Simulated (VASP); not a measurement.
# Si16Ge (a cell with a defect) in VASP: notebook

Si16Ge (a cell with a defect) is run at these levels: PBE; tasks: single point.

All numbers are computed with VASP 6.6.1; they aren't measurements. Logs are shortened: lines on timing, memory, paths and dates and some standing lists are left out, and cuts for length are marked.

## Step 1: The cell of the first run

The cell holds a defect, 17 atoms: a = 7.679 Å, b = 7.679 Å, c = 7.679 Å, α = 60.00°, β = 60.00°, γ = 60.00°.

## Step 2: Single point, PBE

Input file INCAR:

```
SYSTEM = Si16Ge
ALGO = Normal
EDIFF = 1E-6
ENCUT = 520
GGA = PE
ISIF = 2
ISMEAR = 0
LASPH = .TRUE.
LCHARG = .FALSE.
LREAL = Auto
LWAVE = .FALSE.
NBANDS = 53
NELM = 100
PREC = Accurate
SIGMA = 0.05
```

Input file KPOINTS:

```
k-points
0
G
  2 2 2
  0 0 0
```

Input file POSCAR:

```
Si16Ge
1.0
    0.0000000000      5.4300000000      5.4300000000
    5.4300000000      0.0000000000      5.4300000000
    5.4300000000      5.4300000000      0.0000000000
Si Ge
16 1
Direct
    0.0122158902     -0.0343794100      0.0125475133
    0.1274195502      0.1068201885      0.1280813912
    0.0178295789     -0.0019177559      0.4984934836
    0.1590254096      0.1134960230      0.6137044456
   -0.0244855149      0.4757455412     -0.0238642852
    0.1020460881      0.6022880915      0.1027216335
    0.0121042049      0.5122283121      0.4660243965
    0.1274104806      0.6276647671      0.6071986731
    0.4978400794     -0.0019115956      0.0184068931
    0.6132322887      0.1133588150      0.1596182712
    0.5224454971      0.0227071766      0.5231024733
    0.6488828726      0.1491116894      0.6494771585
    0.4654034198      0.5123855152      0.0125943094
    0.6065982310      0.6276657972      0.1280732385
    0.4978284805      0.5180544015      0.4984877885
    0.6133041664      0.6592655733      0.6136397969
    0.8130140769      0.3132918698      0.8137529189
```

Potentials or basis: VASP PAW PBE potentials, release 64 (Si, Ge_d).

The run is started by

```sh
> cat potpaw_PBE.64/Si/POTCAR potpaw_PBE.64/Ge_d/POTCAR > POTCAR
> mpirun -np 1 vasp_std > vasp.out
```

OUTCAR:

```text
SYSTEM = Si16Ge
   EDIFF = 1E-6
   ENCUT = 520
   GGA = PE
   ISIF = 2
   ISMEAR = 0
   LASPH = .TRUE.
   LREAL = Auto
   NELM = 100
   PREC = Accurate

 ion  position               nearest neighbor table
   1  0.012  0.966  0.013-   6 2.32   2 2.33  17 2.44   4 2.51  10 2.51
   2  0.127  0.107  0.128-   3 2.33   9 2.33   1 2.33   5 2.35
   3  0.018  0.998  0.498-   2 2.33   8 2.33   4 2.33  12 2.34
   4  0.159  0.113  0.614-  11 2.31   3 2.33  17 2.44   7 2.51   1 2.51
   5  0.976  0.476  0.976-  14 2.34   2 2.35   8 2.35   6 2.38
   6  0.102  0.602  0.103-   7 2.32   1 2.32  13 2.32   5 2.38
   7  0.012  0.512  0.466-   6 2.32   8 2.33  17 2.44   4 2.51  16 2.51
   8  0.127  0.628  0.607-  15 2.33   3 2.33   7 2.33   5 2.35
   9  0.498  0.998  0.018-   2 2.33  14 2.33  10 2.33  12 2.34
  10  0.613  0.113  0.160-  11 2.31   9 2.33  17 2.44   1 2.51  13 2.51
  11  0.522  0.023  0.523-   4 2.31  16 2.31  10 2.31  12 2.38
  12  0.649  0.149  0.649-   9 2.34   3 2.34  15 2.34  11 2.38
  13  0.465  0.512  0.013-   6 2.32  14 2.33  17 2.44  16 2.51  10 2.51
  14  0.607  0.628  0.128-  15 2.33   9 2.33  13 2.33   5 2.34
  15  0.498  0.518  0.498-  14 2.33   8 2.33  16 2.33  12 2.34
  16  0.613  0.659  0.614-  11 2.31  15 2.33  17 2.44   7 2.51  13 2.51
  17  0.813  0.313  0.814-  10 2.44  16 2.44  13 2.44   4 2.44   1 2.44   7 2.44

  LATTYP: Found a face centered cubic cell.
 ALAT       =    10.8600000000

  Lattice vectors:

 A1 = (   0.0000000000,   5.4300000000,   5.4300000000)
 A2 = (   5.4300000000,   0.0000000000,   5.4300000000)
 A3 = (   5.4300000000,   5.4300000000,   0.0000000000)

Analysis of symmetry for initial positions (statically):
=====================================================================
 Subroutine PRICEL returns:
 Original cell was already a primitive cell.

 Routine SETGRP: Setting up the symmetry group for a
 face centered cubic supercell.

 Subroutine GETGRP returns: Found  1 space group operations
 (whereof  1 operations were pure point group operations)
 out of a pool of 48 trial point group operations.

The static configuration has the point symmetry C_1 .

Analysis of symmetry for dynamics (positions and initial velocities):
=====================================================================
 Subroutine PRICEL returns:
 Original cell was already a primitive cell.

 Routine SETGRP: Setting up the symmetry group for a
 face centered cubic supercell.

 Subroutine GETGRP returns: Found  1 space group operations
 (whereof  1 operations were pure point group operations)
 out of a pool of 48 trial point group operations.

The dynamic configuration has the point symmetry C_1 .

 Subroutine INISYM returns: Found  1 space group operations
 (whereof  1 operations are pure point group operations),
 and found     1 'primitive' translations

----------------------------------------------------------------------------------------

                                     Primitive cell

  volume of cell :     320.2060

  direct lattice vectors                    reciprocal lattice vectors
     0.000000000  5.430000000  5.430000000    -0.092081031  0.092081031  0.092081031
     5.430000000  0.000000000  5.430000000     0.092081031 -0.092081031  0.092081031
     5.430000000  5.430000000  0.000000000     0.092081031  0.092081031 -0.092081031

  length of vectors
     7.679179644  7.679179644  7.679179644     0.159489025  0.159489025  0.159489025

  position of ions in fractional coordinates (direct lattice)
     0.012215890  0.965620590  0.012547513
     0.127419550  0.106820189  0.128081391
     0.017829579  0.998082244  0.498493484
     0.159025410  0.113496023  0.613704446
     0.975514485  0.475745541  0.976135715
     0.102046088  0.602288092  0.102721634
[... 9 lines left out ...]
     0.613304166  0.659265573  0.613639797
     0.813014077  0.313291870  0.813752919

  ion indices of the primitive-cell ions
   primitive index   ion index
                 1           1
                 2           2
                 3           3
                 4           4
                 5           5
                 6           6
[... 9 lines left out ...]
                16          16
                17          17

----------------------------------------------------------------------------------------

 KPOINTS: k-points

Automatic generation of k-mesh.
 Grid dimensions read from file:
 generate k-points for:    2    2    2

 Generating k-lattice:

  Cartesian coordinates                     Fractional coordinates (reciprocal lattice)
    -0.046040516  0.046040516  0.046040516     0.500000000  0.000000000  0.000000000
     0.046040516 -0.046040516  0.046040516     0.000000000  0.500000000  0.000000000
     0.046040516  0.046040516 -0.046040516     0.000000000  0.000000000  0.500000000

  Length of vectors
     0.079744512  0.079744512  0.079744512

  Shift w.r.t. Gamma in fractional coordinates (k-lattice)
     0.000000000  0.000000000  0.000000000

 Subroutine IBZKPT returns following result:
 ===========================================

 Found      8 irreducible k-points:

 Following reciprocal coordinates:
            Coordinates               Weight
  0.000000  0.000000  0.000000      1.000000
  0.500000  0.000000  0.000000      1.000000
  0.000000  0.500000  0.000000      1.000000
  0.000000  0.000000  0.500000      1.000000
  0.500000  0.500000  0.500000      1.000000
  0.500000  0.500000  0.000000      1.000000
  0.000000  0.500000  0.500000      1.000000
  0.500000  0.000000  0.500000      1.000000
   k-points           NKPTS =      8   k-points in BZ     NKDIM =      8   number of bands    NBANDS=     53
   number of dos      NEDOS =    301   number of ions     NIONS =     17
   total plane-waves  NPLWV = 216000
   dimension x,y,z NGX =    60 NGY =   60 NGZ =   60
   dimension x,y,z NGXF=   120 NGYF=  120 NGZF=  120
   ions per type =              16   1
   NGX,Y,Z   is equivalent  to a cutoff of  12.99, 12.99, 12.99 a.u.
   NGXF,Y,Z  is equivalent  to a cutoff of  25.98, 25.98, 25.98 a.u.
 SYSTEM =  Si16Ge
   PREC   = accura    normal or accurate (medium, high low for compatibility)
   ISTART =      0    job   : 0-new  1-cont  2-samecut
   ICHARG =      2    charge: 1-file 2-atom 10-const
   ISPIN  =      1    spin polarized calculation?
   LNONCOLLINEAR =      F non collinear calculations
   LSORBIT =      F    spin-orbit coupling
   LASPH  =      T    aspherical Exc in radial PAW
   ENCUT  =  520.0 eV  38.22 Ry    6.18 a.u.  14.28 14.28 14.28*2*pi/ulx,y,z
   NELM   =    100;   NELMIN=  2; NELMDL= -5     # of ELM steps
   EDIFF  = 0.1E-05   stopping-criterion for ELM
   LREAL  =      T    real-space projection
   EDIFFG = 0.1E-04   stopping-criterion for IOM
   NSW    =      0    number of steps for IOM
   IBRION =     -1    ionic relax: 0-MD 1-quasi-New 2-CG
   NFREE  =      0    steps in history (QN), initial steepest desc. (CG)
   ISIF   =      2    stress and relaxation
   ISYM   =      2    0-nonsym 1-usesym 2-fastsym
   POTIM  = 0.5000    time-step for ionic-motion
   TEBEG  =    0.0;   TEEND  =   0.0 temperature during run
   PSTRESS=    0.0 pullay stress
   NELECT =      78.0000    total number of electrons
   NUPDOWN=      -1.0000    fix difference up-down
   EMIN   =  10.00;   EMAX   =-10.00  energy-range for DOS
   EFERMI =   0.00;   METHOD = LEGACY
   ISMEAR =     0;   SIGMA  =   0.05  broadening in eV -4-tet -1-fermi 0-gaus
   EFERMI_NEDOS =   21; number of points for ismear=-14 and -15
   IALGO  =     38    algorithm
   IMIX   =      4    mixing-type and parameters
     AMIX     =   0.40;   BMIX     =  1.00
     AMIX_MAG =   1.60;   BMIX_MAG =  1.00
  volume/ion in A,a.u.               =      18.84       127.11
  Fermi-wavevector in a.u.,A,eV,Ry     =   1.022421  1.932096 14.222785  1.045345
  Thomas-Fermi vector in A             =   2.156100
   LORBIT       =      0    0 simple, 1 ext, 2 COOP (PROOUT), +10 PAW based schemes
   GGA     = PE    functional components
   LHFCALC =     F    Hartree Fock is set to
   AEXX    =    0.0000 exact exchange contribution
   IVDW    =     0    specifies the selected vdW correction
   LEPSILON=     F    determine dielectric tensor
   LRPA    =     F    only Hartree local field effects (RPA)
 non-spin polarized calculation
 Gauss-broadening in eV      SIGMA  =   0.05
  energy-cutoff  :      520.00
  volume of cell :      320.21
 maximum number of plane-waves:      8646
 NGX is ok and might be reduce to    60
   NGX = 29   NGY = 29   NGZ = 29

 number of electron      78.0000001 magnetization

 Free energy of the ion-electron system (eV)
  ---------------------------------------------------
  ext. energy  EPLUGINS =         0.00000000
  ---------------------------------------------------
  free energy    TOTEN  =       -86.35767048 eV

  energy without entropy =      -86.35628533  energy(sigma->0) =      -86.35697790

 E-fermi :   6.6383     XC(G=0):  -9.7728

 val. band max:        6.5721681920   @ k =   0.5000   0.5000   0.5000
 cond. band min:       6.7138122029   @ k =   0.0000   0.0000   0.0000
 fundamental gap:      0.1416440109
 Fermi energy:         6.6383108982

 k-point     1 :       0.0000    0.0000    0.0000
  band No.  band energies     occupation
      1     -17.9211      2.00000
      2     -17.9211      2.00000
      3     -17.7914      2.00000
      4     -17.7914      2.00000
      5     -17.7860      2.00000
      6      -6.3453      2.00000
[... 43 lines left out ...]
     50       8.6213      0.00000
     51       8.8297      0.00000

 k-point     2 :       0.5000    0.0000    0.0000
  band No.  band energies     occupation
      1     -17.9211      2.00000
      2     -17.9211      2.00000
      3     -17.7914      2.00000
      4     -17.7914      2.00000
      5     -17.7860      2.00000
      6      -5.9205      2.00000
[... 316 lines left out ...]
 k-point     8 :       0.5000    0.0000    0.5000
  band No.  band energies     occupation
      1     -17.9211      2.00000
      2     -17.9211      2.00000
      3     -17.7914      2.00000
      4     -17.7914      2.00000
      5     -17.7860      2.00000
      6      -5.8121      2.00000
[... 43 lines left out ...]
     50      10.3953      0.00000
     51      10.4200      0.00000
 [bands above 51 left out]

------------------------ aborting loop because EDIFF is reached ----------------------------------------

  FORCE on cell =-STRESS in cart. coord.  units (eV):
  Direction    XX          YY          ZZ          XY          YZ          ZX
  --------------------------------------------------------------------------------------
  -------------------------------------------------------------------------------------
  Total       10.9490124     10.9500880     10.9556812     -1.2993274     -1.2999987     -1.3007573
  in kB       54.7842912     54.7896730     54.8176591     -6.5012925     -6.5046511     -6.5084467
  external PRESSURE =      54.7972077 kB  Pullay stress =       0.0000000 kB

 VOLUME and BASIS-vectors are now :
 -----------------------------------------------------------------------------
  energy-cutoff  :      520.00
  volume of cell :      320.21
      direct lattice vectors                 reciprocal lattice vectors
     0.000000000  5.430000000  5.430000000    -0.092081031  0.092081031  0.092081031
     5.430000000  0.000000000  5.430000000     0.092081031 -0.092081031  0.092081031
     5.430000000  5.430000000  0.000000000     0.092081031  0.092081031 -0.092081031

 POSITION                                       TOTAL-FORCE (eV/Angst)
 -----------------------------------------------------------------------------------
      5.31145      0.13447      5.30965         0.008242      0.007618      0.003908
      1.27552      1.38737      1.27192         0.014592      0.001258      0.015547
      8.12641      2.80363      5.51640        -0.014220     -0.007359     -0.006850
      3.94870      4.19592      1.47979         0.000209     -0.013455     -0.017203
      7.88372     10.59746      7.88034        -0.014300     -0.014249     -0.013605
      3.82820      1.11189      3.82453        -0.007651     -0.005624     -0.002118
[... 9 lines left out ...]
      6.91188      6.66231      6.91005        -0.012830      0.001368     -0.018236
      6.11985      8.83334      6.11584        -0.002054     -0.002025     -0.001600
 -----------------------------------------------------------------------------------
    total drift:                               -0.002415     -0.000036      0.001008

  FREE ENERGIE OF THE ION-ELECTRON SYSTEM (eV)
  ---------------------------------------------------
  free  energy   TOTEN  =       -86.3576704782 eV

  energy  without entropy=      -86.3562853318  energy(sigma->0) =      -86.35697790
```

Wall time 2.5 min (1 thread of AMD EPYC 9R45 (Zen 5), shared host); peak memory 0.46 GiB.

What came out:

```
Free energy            : -86.3577 eV
Pressure               : 5.5 GPa
Largest force          : 0.025 eV/Å
Band gap on the k mesh : 0.14 eV
```

Forces on the atoms (eV/Å):
```
Si   0.008  0.008  0.004
Si   0.015  0.001  0.016
Si  -0.014 -0.007 -0.007
Si   0.000 -0.013 -0.017
Si  -0.014 -0.014 -0.014
Si  -0.008 -0.006 -0.002
Si   0.008  0.005  0.009
Si   0.017  0.017  0.003
Si  -0.004 -0.003 -0.012
Si  -0.015 -0.017 -0.001
Si   0.005  0.008  0.012
Si   0.015  0.014  0.014
Si   0.008  0.007  0.005
Si   0.000  0.014  0.014
Si  -0.006 -0.013 -0.005
Si  -0.013  0.001 -0.018
Ge  -0.002 -0.002 -0.002
```

Caveat: the k points lie up to 0.50 Å⁻¹ apart.

## Step 3: Single point, PBE

Input file INCAR:

```
SYSTEM = Si16Ge
PREC = Accurate
ENCUT = 520
EDIFF = 1E-6
ISMEAR = 0
SIGMA = 0.05
LREAL = Auto
LASPH = .TRUE.
NELM = 80
ALGO = Normal
ISIF = 2
LWAVE = .FALSE.
LCHARG = .FALSE.
GGA = PE
NBANDS = 53
```

Input file KPOINTS:

```
Automatic mesh
0
G
  2 2 2
  0 0 0
```

Input file POSCAR:

```
Si16Ge
1.0
    0.0000000000      5.4300000000      5.4300000000
    5.4300000000      0.0000000000      5.4300000000
    5.4300000000      5.4300000000      0.0000000000
Si Ge
16 1
Direct
   -0.0243104429      0.0734539338     -0.0241365505
    0.1275307482      0.1382687247      0.1278136749
    0.0184937443     -0.0137360963      0.4981597809
    0.1276244786      0.1382950710      0.6072808001
    0.0123347081      0.5102068597      0.0125093669
    0.1023303174      0.6934385886      0.1026209300
    0.0120553354      0.5102741405      0.4662537138
    0.1601224295      0.6143693599      0.6131434287
    0.4978960367     -0.0137313320      0.0187703240
    0.6070925593      0.1382912404      0.1278619198
    0.4978729180     -0.0137866817      0.4981190687
    0.6499086228      0.0506664355      0.6501859752
    0.4658844516      0.5102569925      0.0123348148
    0.6129152189      0.6143782386      0.1603837932
    0.5234428134      0.4303894667      0.5236421086
    0.6132820855      0.6142836025      0.6134668311
    0.8125151354      0.5635012757      0.8129647397
```

Potentials or basis: VASP PAW PBE potentials, release 64 (Si, Ge_d).

The run is started by

```sh
> cat potpaw_PBE.64/Si/POTCAR potpaw_PBE.64/Ge_d/POTCAR > POTCAR
> mpirun -np 1 vasp_std > vasp.out
```

It took 2.4 min on 1 thread of AMD EPYC 9R45 (Zen 5), shared host; peak memory 0.46 GiB.

It converged, with:

```yaml
Free_energy: -86.3578 eV
Pressure: 5.4 GPa
Largest_force: 0.019 eV/Å
Band_gap_on_the_k_mesh: 0.15 eV
```

Forces on the atoms (eV/Å):
```
Si  -0.002  0.006 -0.004
Si   0.000  0.005  0.002
Si   0.000 -0.005  0.007
Si   0.002 -0.002 -0.001
Si  -0.008 -0.003 -0.009
Si   0.010  0.001  0.007
Si   0.004  0.004 -0.001
Si   0.006 -0.002 -0.012
Si   0.008 -0.005  0.001
Si  -0.002 -0.003  0.001
Si   0.002 -0.002  0.003
Si  -0.007  0.011 -0.007
Si  -0.003  0.007  0.007
Si  -0.010 -0.004  0.006
Si   0.013 -0.002  0.011
Si  -0.001  0.005 -0.003
Ge  -0.013 -0.011 -0.007
```

Stress tensor (GPa, compression positive):
```
 5.43  0.65 -0.64
 0.65  5.44  0.65
-0.64  0.65  5.43
```

Levels at points of the mesh, in eV from the valence-band top:
```
           k point  band 37  band 38  band 39  band 40  band 41  band 42
(0.00, 0.00, 0.00)    -0.36    -0.33    -0.33     0.15     0.16     0.51
(0.50, 0.00, 0.00)    -1.13    -0.55    -0.22     0.47     0.95     1.10
(0.00, 0.50, 0.00)    -1.00    -1.00     0.00     0.65     0.65     1.39
(0.00, 0.00, 0.50)    -1.13    -0.55    -0.22     0.47     0.95     1.10
(0.50, 0.50, 0.50)    -1.13    -0.54    -0.22     0.47     0.95     1.10
(0.50, 0.50, 0.00)    -1.48    -0.36    -0.04     0.66     1.64     1.65
(0.00, 0.50, 0.50)    -1.48    -0.36    -0.04     0.66     1.64     1.65
(0.50, 0.00, 0.50)    -1.48    -0.36    -0.04     0.66     1.64     1.65
```

Caveat: the k points lie up to 0.50 Å⁻¹ apart.
